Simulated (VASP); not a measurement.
# Ti (P6_3/mmc) in VASP: vibrations by perturbation theory with PBE

Aim: the vibrations by perturbation theory of Ti with PBE.

Everything below comes from runs of VASP 6.6.1. Logs are shortened: lines on timing, memory, paths and dates and some standing lists are left out, and cuts for length are marked.

### 1 The cell of the first run

It takes space group P6_3/mmc (No. 194, hexagonal). The conventional cell has a = 2.951 Å, b = 2.951 Å, c = 4.684 Å, α = 90.00°, β = 90.00°, γ = 120.00°. Ti (site symmetry -6m2) has 12 Ti at 2.90 to 2.95 Å within 3.8 Å.

### 2 Vibrations by perturbation theory, PBE

The input, INCAR:

```
SYSTEM = Ti
ALGO = Normal
EDIFF = 1E-8
ENCUT = 520
GGA = PE
IBRION = 8
ISIF = 2
ISMEAR = 1
LASPH = .True.
LCHARG = .True.
LREAL = .False.
LWAVE = .False.
NBANDS = 19
NELM = 100
NSW = 1
PREC = Accurate
SIGMA = 0.2
```

The input, KPOINTS:

```
k-points
0
Gamma
  12 12 9
  0 0 0
```

The input, POSCAR:

```
Ti
1.0
    2.9510000000      0.0000000000      0.0000000000
   -1.4755000000      2.5556409666      0.0000000000
    0.0000000000      0.0000000000      4.6840000000
Ti
2
Direct
    0.3333333333      0.6666666667      0.2500000000
    0.6666666667      0.3333333333      0.7500000000
```

Potentials or basis: VASP PAW PBE potentials, release 64 (Ti_sv).

The run is started by

```
> cat potpaw_PBE.64/Ti_sv/POTCAR > POTCAR
> mpirun -np 1 vasp_std > vasp.out
```

OUTCAR:

```text
SYSTEM = Ti
   EDIFF = 1E-8
   ENCUT = 520
   GGA = PE
   IBRION = 8
   ISIF = 2
   ISMEAR = 1
   LASPH = .True.
   LREAL = .False.
   NELM = 100
   NSW = 1
   PREC = Accurate

 ion  position               nearest neighbor table
   1  0.333  0.667  0.250-   2 2.90   2 2.90   2 2.90   2 2.90   2 2.90   2 2.90
   2  0.667  0.333  0.750-   1 2.90   1 2.90   1 2.90   1 2.90   1 2.90   1 2.90

  LATTYP: Found a hexagonal cell.
 ALAT       =     2.9510000000
 C/A-ratio  =     1.5872585564

  Lattice vectors:

 A1 = (   2.9510000000,   0.0000000000,   0.0000000000)
 A2 = (  -1.4755000000,   2.5556409666,   0.0000000000)
 A3 = (   0.0000000000,   0.0000000000,   4.6840000000)

Analysis of symmetry for initial positions (statically):
=====================================================================
 Subroutine PRICEL returns:
 Original cell was already a primitive cell.

 Routine SETGRP: Setting up the symmetry group for a
 hexagonal supercell.

 Subroutine GETGRP returns: Found 24 space group operations
 (whereof 12 operations were pure point group operations)
 out of a pool of 24 trial point group operations.

The static configuration has the point symmetry D_3d.
 The point group associated with its full space group is D_6h.

Analysis of symmetry for dynamics (positions and initial velocities):
=====================================================================
 Subroutine PRICEL returns:
 Original cell was already a primitive cell.

 Routine SETGRP: Setting up the symmetry group for a
 hexagonal supercell.

 Subroutine GETGRP returns: Found 24 space group operations
 (whereof 12 operations were pure point group operations)
 out of a pool of 24 trial point group operations.

The dynamic configuration has the point symmetry D_3d.
 The point group associated with its full space group is D_6h.

 Subroutine INISYM returns: Found 24 space group operations
 (whereof 12 operations are pure point group operations),
[... 701 lines left out ...]
     0.000000000  0.000000000  4.684000000     0.000000000  0.000000000  0.213492741

 POSITION                                       TOTAL-FORCE (eV/Angst)
 -----------------------------------------------------------------------------------
     -0.00000      1.70376      1.17100         0.000000     -0.000000      0.000000
      1.47550      0.85188      3.51300        -0.000000      0.000000      0.000000
 -----------------------------------------------------------------------------------
    total drift:                                0.000000     -0.000000      0.000000

  FREE ENERGIE OF THE ION-ELECTRON SYSTEM (eV)
  ---------------------------------------------------
  free  energy   TOTEN  =       -15.6661327396 eV

  energy  without entropy=      -15.6707167277  energy(sigma->0) =      -15.66766074

[... ionic steps 2 to 3 ...]

--------------------------------------- Ionic step        4  -------------------------------------------

------------------------ aborting loop because EDIFF is reached ----------------------------------------

[... ionic steps 5 to 5 ...]

--------------------------------------- Ionic step        6  -------------------------------------------

 Free energy of the ion-electron system (eV)
  ---------------------------------------------------
  ---------------------------------------------------
  free energy    TOTEN  =        -0.66369414 eV

  energy without entropy =       -0.66369414

------------------------ aborting loop because EDIFF is reached ----------------------------------------

 INTERNAL STRAIN TENSOR  FOR ION    1  DIRECTION 3   (eV/Angst):
 -----------------------------------------------------------------------------
     0.00977  0.00000  0.00000
     0.00000  0.00977  0.00000
     0.00000 -0.00000 -0.02319

 INTERNAL STRAIN TENSOR FOR ION    2 for displacements in x,y,z  (eV/Angst):
          X           Y           Z          XY          YZ          ZX
  --------------------------------------------------------------------------------
  x     0.00000     0.00000     0.00000     2.31024     0.00000     0.00000
  y     2.31024    -2.31024     0.00000     0.00000     0.00000     0.00000
  z    -0.00000    -0.00000    -0.00000     0.00000     0.00000     0.00000

 SECOND DERIVATIVES (NOT SYMMETRIZED)
 ------------------------------------
               1X          1Y          1Z          2X          2Y          2Z
  1X    -1.516539    0.000000    0.000000    1.516539    0.000000    0.000000
  1Y     0.000000   -1.516539    0.000000    0.000000    1.516539    0.000000
  1Z     0.000000    0.000000   -2.425085    0.000000    0.000000    2.425085
  2X     1.516539    0.000000    0.000000   -1.516539    0.000000    0.000000
  2Y     0.000000    1.516539    0.000000    0.000000   -1.516539    0.000000
  2Z     0.000000    0.000000    2.425085    0.000000    0.000000   -2.425085

 Eigenvectors and eigenvalues of the dynamical matrix
 ----------------------------------------------------

   1 f  =    4.975676 THz    31.263096 2PiTHz  165.970695 cm-1    20.577734 meV
             X         Y         Z           dx          dy          dz
     -0.000000  1.703761  1.171000    -0.000000    0.000000    0.707107
      1.475500  0.851880  3.513000     0.000000   -0.000000   -0.707107
[... 11 lines left out ...]
   4 f  =    0.000000 THz     0.000000 2PiTHz    0.000000 cm-1     0.000000 meV
             X         Y         Z           dx          dy          dz
     -0.000000  1.703761  1.171000     0.517139   -0.468570    0.114060
      1.475500  0.851880  3.513000     0.517139   -0.468570    0.114060

   5 f/i=    0.000000 THz     0.000000 2PiTHz    0.000002 cm-1     0.000000 meV
             X         Y         Z           dx          dy          dz
     -0.000000  1.703761  1.171000     0.236296    0.100412   -0.658849
      1.475500  0.851880  3.513000     0.236296    0.100412   -0.658849

   6 f/i=    0.000000 THz     0.000000 2PiTHz    0.000002 cm-1     0.000000 meV
             X         Y         Z           dx          dy          dz
     -0.000000  1.703761  1.171000     0.420394    0.519961    0.230019
      1.475500  0.851880  3.513000     0.420394    0.519961    0.230019

--------------------------------------------------------------------------------------------------------

 ELASTIC MODULI CONTR FROM IONIC RELAXATION (kBar)
 Direction    XX          YY          ZZ          XY          YZ          ZX
 --------------------------------------------------------------------------------
 XX        -159.6191    159.6191     -0.0000     -0.0000      0.0000      0.0000
 YY         159.6191   -159.6191      0.0000     -0.0000      0.0000      0.0000
 ZZ          -0.0000      0.0000     -0.0000      0.0000      0.0000      0.0000
 XY          -0.0000     -0.0000      0.0000   -159.6191      0.0000      0.0000
 YZ           0.0000      0.0000      0.0000      0.0000     -0.0000      0.0000
 ZX           0.0000      0.0000      0.0000      0.0000      0.0000      0.0000
 --------------------------------------------------------------------------------
```

stdout:

```text
POSCAR found type information on POSCAR Ti
 POSCAR found :  1 types and       2 ions
 scaLAPACK will be used
 LDA part: xc-table for (Slater+PW92), standard interpolation
 POSCAR, INCAR and KPOINTS ok, starting setup
 FFT: planning ... GRIDC
 FFT: planning ... GRID_SOFT
 FFT: planning ... GRID
 WAVECAR not read
 entering main loop
 Linear response reoptimize wavefunctions to high precision
 Linear response DOF=           2
 Linear response progress:
 first order change of Fermi-energy   0.97234E-04
 force on displaced ion       1 direction 1 :  -1.517  -0.000   0.000
 Linear response progress:
 first order change of Fermi-energy  -0.18281E-03
 force on displaced ion       1 direction 3 :  -0.000   0.000  -2.425
 Linear response finished
```

It took 13 min on 1 thread of AMD EPYC 9R45 (Zen 5), shared host; peak memory 0.51 GiB.

Results:

* Highest phonon frequency at Γ: 166 cm⁻¹

Phonon frequencies in cm⁻¹ (negative: imaginary):
| q point | frequencies |
| --- | --- |
| (0.000, 0.000, 0.000) | 0 0 0 131 131 166 |

Caveat: the cell wasn't relaxed at this level first, which shifts response properties.
